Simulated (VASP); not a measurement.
# BN (zincblende type) (R3m) in VASP: electric field gradients with PBE

Aim: the electric field gradients of BN (zincblende type) with PBE.

All numbers are computed with VASP 6.6.1; they aren't measurements. Logs are shortened: lines on timing, memory, paths and dates and some standing lists are left out, and cuts for length are marked.

### Step 1. The cell of the first run

Symmetry: R3m, No. 160, trigonal system. The conventional cell has a = 2.563 Å, b = 2.563 Å, c = 6.278 Å, α = 90.00°, β = 90.00°, γ = 120.00°. B (site symmetry 3m) has 4 N at 1.37 to 1.65 Å within 1.8 Å. Within 1.8 Å of N (site symmetry 3m) lie 4 B at 1.37 to 1.65 Å.

### Step 2. Electric field gradients, PBE (atom 1 (B) moved by [0.11547, 0.11547, 0.11547] A)

The input, INCAR:

```
SYSTEM = BN
PREC = Accurate
ENCUT = 520
EDIFF = 1E-8
ISMEAR = -1
SIGMA = 0.03
LREAL = .FALSE.
LASPH = .TRUE.
NELM = 120
ALGO = Normal
ISIF = 2
LWAVE = .FALSE.
LCHARG = .FALSE.
GGA = PE
LEFG = .TRUE.
NBANDS = 11
GGA_COMPAT = .FALSE.
```

The input, KPOINTS:

```
regular mesh
0
G
  16 16 16
  0 0 0
```

The input, POSCAR:

```
BN
1.0
    0.0000000000      1.8123531719      1.8123531719
    1.8123531719      0.0000000000      1.8123531719
    1.8123531719      1.8123531719      0.0000000000
B N
1 1
Direct
    0.0318563737      0.0318563737      0.0318563737
    0.2500000000      0.2500000000      0.2500000000
```

Potentials or basis: VASP PAW PBE potentials, release 64 (B, N).

Run with:

```sh
cat potpaw_PBE.64/B/POTCAR potpaw_PBE.64/N/POTCAR > POTCAR
mpirun -np 1 vasp_std > vasp.out
```

OUTCAR:

```text
SYSTEM = BN
   PREC = Accurate
   ENCUT = 520
   EDIFF = 1E-8
   ISMEAR = -1
   LREAL = .FALSE.
   LASPH = .TRUE.
   NELM = 120
   ISIF = 2
   GGA = PE

 ion  position               nearest neighbor table
   1  0.032  0.032  0.032-   2 1.37   2 1.65   2 1.65   2 1.65
   2  0.250  0.250  0.250-   1 1.37   1 1.65   1 1.65   1 1.65

  LATTYP: Found a face centered cubic cell.
 ALAT       =     3.6247063438

  Lattice vectors:

 A1 = (   0.0000000000,   1.8123531719,   1.8123531719)
 A2 = (   1.8123531719,   0.0000000000,   1.8123531719)
 A3 = (   1.8123531719,   1.8123531719,   0.0000000000)

Analysis of symmetry for initial positions (statically):
=====================================================================
 Subroutine PRICEL returns:
 Original cell was already a primitive cell.

 Routine SETGRP: Setting up the symmetry group for a
 face centered cubic supercell.

 Subroutine GETGRP returns: Found  6 space group operations
 (whereof  6 operations were pure point group operations)
 out of a pool of 48 trial point group operations.

The static configuration has the point symmetry C_3v.

Analysis of symmetry for dynamics (positions and initial velocities):
=====================================================================
 Subroutine PRICEL returns:
 Original cell was already a primitive cell.

 Routine SETGRP: Setting up the symmetry group for a
 face centered cubic supercell.

 Subroutine GETGRP returns: Found  6 space group operations
 (whereof  6 operations were pure point group operations)
 out of a pool of 48 trial point group operations.

The dynamic configuration has the point symmetry C_3v.

 Subroutine INISYM returns: Found  6 space group operations
 (whereof  6 operations are pure point group operations),
 and found     1 'primitive' translations

----------------------------------------------------------------------------------------

                                     Primitive cell

  volume of cell :      11.9058

  direct lattice vectors                    reciprocal lattice vectors
     0.000000000  1.812353172  1.812353172    -0.275884418  0.275884418  0.275884418
     1.812353172  0.000000000  1.812353172     0.275884418 -0.275884418  0.275884418
     1.812353172  1.812353172  0.000000000     0.275884418  0.275884418 -0.275884418

  length of vectors
     2.563054436  2.563054436  2.563054436     0.477845829  0.477845829  0.477845829

  position of ions in fractional coordinates (direct lattice)
     0.031856374  0.031856374  0.031856374
     0.250000000  0.250000000  0.250000000

  ion indices of the primitive-cell ions
   primitive index   ion index
                 1           1
                 2           2

----------------------------------------------------------------------------------------

 KPOINTS: regular mesh

Automatic generation of k-mesh.
 Grid dimensions read from file:
 generate k-points for:   16   16   16

 Generating k-lattice:

  Cartesian coordinates                     Fractional coordinates (reciprocal lattice)
    -0.017242776  0.017242776  0.017242776     0.062500000  0.000000000  0.000000000
     0.017242776 -0.017242776  0.017242776     0.000000000  0.062500000  0.000000000
     0.017242776  0.017242776 -0.017242776     0.000000000  0.000000000  0.062500000

  Length of vectors
     0.029865364  0.029865364  0.029865364

  Shift w.r.t. Gamma in fractional coordinates (k-lattice)
     0.000000000  0.000000000  0.000000000

 Subroutine IBZKPT returns following result:
 ===========================================

 Found    417 irreducible k-points:

 Following reciprocal coordinates:
            Coordinates               Weight
  0.000000  0.000000  0.000000      1.000000
  0.062500  0.000000  0.000000      6.000000
  0.062500  0.062500  0.062500      2.000000
  0.125000  0.000000  0.000000      6.000000
  0.125000  0.125000  0.125000      2.000000
  0.187500  0.000000  0.000000      6.000000
[... 16 lines left out ...]
  0.062500  0.062500 -0.125000      6.000000
  0.187500  0.125000  0.187500      6.000000
 [... further k-points ...]
   k-points           NKPTS =    417   k-points in BZ     NKDIM =    417   number of bands    NBANDS=     11
   number of dos      NEDOS =    301   number of ions     NIONS =      2
   total plane-waves  NPLWV =   8000
   dimension x,y,z NGX =    20 NGY =   20 NGZ =   20
   dimension x,y,z NGXF=    40 NGYF=   40 NGZF=   40
   ions per type =               1   1
   NGX,Y,Z   is equivalent  to a cutoff of  12.97, 12.97, 12.97 a.u.
   NGXF,Y,Z  is equivalent  to a cutoff of  25.94, 25.94, 25.94 a.u.
 SYSTEM =  BN
   PREC   = accura    normal or accurate (medium, high low for compatibility)
   ISTART =      0    job   : 0-new  1-cont  2-samecut
   ICHARG =      2    charge: 1-file 2-atom 10-const
   ISPIN  =      1    spin polarized calculation?
   LNONCOLLINEAR =      F non collinear calculations
   LSORBIT =      F    spin-orbit coupling
   LASPH  =      T    aspherical Exc in radial PAW
   ENCUT  =  520.0 eV  38.22 Ry    6.18 a.u.   4.77  4.77  4.77*2*pi/ulx,y,z
   NELM   =    120;   NELMIN=  2; NELMDL= -5     # of ELM steps
   EDIFF  = 0.1E-07   stopping-criterion for ELM
   LREAL  =      F    real-space projection
   EDIFFG = 0.1E-06   stopping-criterion for IOM
   NSW    =      0    number of steps for IOM
   IBRION =     -1    ionic relax: 0-MD 1-quasi-New 2-CG
   NFREE  =      0    steps in history (QN), initial steepest desc. (CG)
   ISIF   =      2    stress and relaxation
   ISYM   =      2    0-nonsym 1-usesym 2-fastsym
   POTIM  = 0.5000    time-step for ionic-motion
   TEBEG  =    0.0;   TEEND  =   0.0 temperature during run
   PSTRESS=    0.0 pullay stress
   NELECT =       8.0000    total number of electrons
   NUPDOWN=      -1.0000    fix difference up-down
   EMIN   =  10.00;   EMAX   =-10.00  energy-range for DOS
   EFERMI =   0.00;   METHOD = LEGACY
   ISMEAR =    -1;   SIGMA  =   0.03  broadening in eV -4-tet -1-fermi 0-gaus
   EFERMI_NEDOS =   21; number of points for ismear=-14 and -15
   IALGO  =     38    algorithm
   IMIX   =      4    mixing-type and parameters
     AMIX     =   0.40;   BMIX     =  1.00
     AMIX_MAG =   1.60;   BMIX_MAG =  1.00
  volume/ion in A,a.u.               =       5.95        40.17
  Fermi-wavevector in a.u.,A,eV,Ry     =   1.433899  2.709677 27.974494  2.056067
  Thomas-Fermi vector in A             =   2.553367
   LORBIT       =      0    0 simple, 1 ext, 2 COOP (PROOUT), +10 PAW based schemes
   GGA     = PE    functional components
   LHFCALC =     F    Hartree Fock is set to
   AEXX    =    0.0000 exact exchange contribution
   IVDW    =     0    specifies the selected vdW correction
   LEPSILON=     F    determine dielectric tensor
   LRPA    =     F    only Hartree local field effects (RPA)
 non-spin polarized calculation
  energy-cutoff  :      520.00
  volume of cell :       11.91
 maximum number of plane-waves:       332
   NGX =  9   NGY =  9   NGZ =  9

 number of electron       7.9999999 magnetization

 Free energy of the ion-electron system (eV)
  ---------------------------------------------------
  ext. energy  EPLUGINS =         0.00000000
  ---------------------------------------------------
  free energy    TOTEN  =       -16.82572045 eV

  energy without entropy =      -16.82572045  energy(sigma->0) =      -16.82572045

 E-fermi :   8.6943     XC(G=0): -12.7762

 val. band max:        8.1894634625   @ k =   0.0000   0.0000   0.0000
 cond. band min:      11.3513973076   @ k =   0.5000   0.5000   0.0000
 fundamental gap:      3.1619338452
 Fermi energy:         8.6943377613

 k-point     1 :       0.0000    0.0000    0.0000
  band No.  band energies     occupation
      1     -12.8904      2.00000
      2       4.9747      2.00000
      3       8.1895      2.00000
      4       8.1895      2.00000
      5      15.3075      0.00000
      6      15.3075      0.00000
      7      16.8558      0.00000
      8      19.0695      0.00000
      9      31.5811      0.00000
     10      34.5154      0.00000
     11      34.5154      0.00000

 k-point     2 :       0.0625    0.0000    0.0000
  band No.  band energies     occupation
      1     -12.7961      2.00000
      2       4.8422      2.00000
      3       7.6749      2.00000
      4       8.1094      2.00000
      5      15.3723      0.00000
      6      15.4442      0.00000
      7      17.1394      0.00000
      8      19.2984      0.00000
      9      31.4454      0.00000
     10      33.0944      0.00000
     11      33.7341      0.00000

 k-point     3 :       0.0625    0.0625    0.0625
  band No.  band energies     occupation
      1     -12.7994      2.00000
      2       4.6292      2.00000
      3       8.0307      2.00000
      4       8.0307      2.00000
      5      15.5552      0.00000
      6      15.5552      0.00000
      7      16.7864      0.00000
      8      19.4017      0.00000
      9      31.5092      0.00000
     10      32.7251      0.00000
     11      32.7251      0.00000

 k-point     4 :       0.1250    0.0000    0.0000
  band No.  band energies     occupation
      1     -12.5154      2.00000
      2       4.3879      2.00000
      3       6.5125      2.00000
      4       7.8967      2.00000
      5      15.5200      0.00000
      6      15.6731      0.00000
      7      17.8935      0.00000
      8      19.8953      0.00000
      9      30.9771      0.00000
     10      32.0057      0.00000
     11      32.4953      0.00000
[... 239 lines left out ...]
 k-point    22 :       0.1875    0.0625    0.0000
  band No.  band energies     occupation
      1     -12.1490      2.00000
      2       3.6322      2.00000
      3       5.5893      2.00000
      4       7.6015      2.00000
      5      15.2524      0.00000
      6      16.4364      0.00000
      7      18.4626      0.00000
      8      20.6602      0.00000
      9      28.8198      0.00000
     10      32.1037      0.00000
     11      33.1468      0.00000

 k-point    23 :       0.0625    0.0625   -0.1250
  band No.  band energies     occupation
      1     -12.1431      2.00000
      2       3.8397      2.00000
      3       5.7409      2.00000
      4       7.1112      2.00000
      5      15.3002      0.00000
      6      16.3404      0.00000
      7      18.6800      0.00000
      8      20.3805      0.00000
      9      28.9417      0.00000
     10      32.5753      0.00000
     11      33.3768      0.00000

 k-point    24 :       0.1875    0.1250    0.1875
  band No.  band energies     occupation
      1     -12.1683      2.00000
      2       2.7992      2.00000
      3       6.7445      2.00000
      4       7.3935      2.00000
      5      15.9695      0.00000
      6      17.0203      0.00000
      7      17.4755      0.00000
      8      20.8562      0.00000
      9      28.3564      0.00000
     10      31.6467      0.00000
     11      31.9259      0.00000

 [... further k-points ...]

------------------------ aborting loop because EDIFF is reached ----------------------------------------

  FORCE on cell =-STRESS in cart. coord.  units (eV):
  Direction    XX          YY          ZZ          XY          YZ          ZX
  --------------------------------------------------------------------------------------
  -------------------------------------------------------------------------------------
  Total        1.1717419      1.1717419      1.1717419      0.9344845      0.9344845      0.9344845
  in kB      157.6827048    157.6827048    157.6827048    125.7546941    125.7546941    125.7546941
  external PRESSURE =     157.6827048 kB  Pullay stress =       0.0000000 kB

 VOLUME and BASIS-vectors are now :
 -----------------------------------------------------------------------------
  energy-cutoff  :      520.00
  volume of cell :       11.91
      direct lattice vectors                 reciprocal lattice vectors
     0.000000000  1.812353172  1.812353172    -0.275884418  0.275884418  0.275884418
     1.812353172  0.000000000  1.812353172     0.275884418 -0.275884418  0.275884418
     1.812353172  1.812353172  0.000000000     0.275884418  0.275884418 -0.275884418

 POSITION                                       TOTAL-FORCE (eV/Angst)
 -----------------------------------------------------------------------------------
      0.11547      0.11547      0.11547        -4.067092     -4.067092     -4.067092
      0.90618      0.90618      0.90618         4.067092      4.067092      4.067092
 -----------------------------------------------------------------------------------
    total drift:                                0.000021      0.000021      0.000021

  FREE ENERGIE OF THE ION-ELECTRON SYSTEM (eV)
  ---------------------------------------------------
  free  energy   TOTEN  =       -16.8257204453 eV

  energy  without entropy=      -16.8257204453  energy(sigma->0) =      -16.82572045

 Electric field gradients (V/A^2)
---------------------------------------------------------------------
 ion       V_xx      V_yy      V_zz      V_xy      V_xz      V_yz
---------------------------------------------------------------------
   1      -0.000    -0.000     0.000    -9.581    -9.581    -9.581
   2      -0.000    -0.000    -0.000     1.073     1.073     1.073
---------------------------------------------------------------------

 Electric field gradients after diagonalization (V/A^2)
 (convention: |V_zz| > |V_xx| > |V_yy|)
----------------------------------------------------------------------
 ion       V_xx      V_yy      V_zz     asymmetry (V_yy - V_xx)/ V_zz
----------------------------------------------------------------------
   1       9.581     9.581   -19.162       0.000
   2      -1.073    -1.073     2.147       0.000
----------------------------------------------------------------------

           NMR quadrupolar parameters

 Cq : quadrupolar parameter    Cq=e*Q*V_zz/h
 eta: asymmetry parameters     (V_yy - V_xx)/ V_zz
 Q  : nuclear electric quadrupole moment in mb (millibarn)
----------------------------------------------------------------------
 ion       Cq(MHz)       eta       Q (mb)
----------------------------------------------------------------------
   1      -0.046       0.000       1.000
   2       0.005       0.000       1.000
----------------------------------------------------------------------
```

Wall time 85 s (1 thread of Intel Xeon 8259CL, shared host); peak memory 0.16 GiB.

Results:

```
Free energy            : -16.8257 eV
Pressure               : 15.8 GPa
Largest force          : 7.044 eV/Å
Band gap on the k mesh : 3.16 eV, indirect (least direct gap 7.12 eV)
```

Forces in eV/Å, atoms in the order of the input:
```
B   -4.067 -4.067 -4.067
N    4.067  4.067  4.067
```

Electric field gradients, principal values (V/Å²):
| atom | least | middle | greatest (by size) |
| --- | --- | --- | --- |
| 1 B | 9.581 | 9.581 | -19.162 |
| 2 N | -1.073 | -1.073 | 2.147 |

Caveat: the cell differs from its parent crystal (atom 1 (B) moved by [0.11547, 0.11547, 0.11547] A); without QUAD_EFG the Cq values of the log hold for a quadrupole moment of 1 mb, not for the nuclei; forces of over 1 eV/Å act on the atoms, so gaps and moduli don't describe the material at rest. A k mesh can miss the band edges.
